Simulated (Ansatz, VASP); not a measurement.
# Ti3Al: VASP beside Ansatz

```
Ti Al
1.0
     2.90415    0.00000    0.00000
    -1.45207    2.51507    0.00000
     0.00000    0.00000    9.39492
Ti Al
3 1
Direct
  0.66667 0.33333 0.00000
  0.33333 0.66667 0.74504
  0.33333 0.66667 0.25496
  0.66667 0.33333 0.50000
```

Alike in both runs: task single point; functional PBE; k mesh 15 × 15 × 6; occupations gaussian, width 0.15 eV; no spin polarisation.

```csv
,VASP,Ansatz
version,VASP 6.6.1,Ansatz 0.2.0
potentials or method,"VASP PAW PBE potentials, release 64 (Ti_sv, Al), cutoff 520 eV","scalar-relativistic, plane waves, PAW"
valence electrons in the cell,39,39
```

```csv
,VASP,Ansatz,Ansatz less VASP
gap on the k mesh at the Fermi level (eV),none,none,-
pressure (GPa),-0.4,-0.2,+0.16
"traceless stress, the component that is largest in VASP (GPa)",-1.88,-1.91,-0.034
rms of the force components (eV/Å),0.124,0.121,-0.0031
```

Atom by atom the forces differ by 0.003 eV/Å (rms over components). A gap of «none» marks a metal or a gap that the smearing closes.
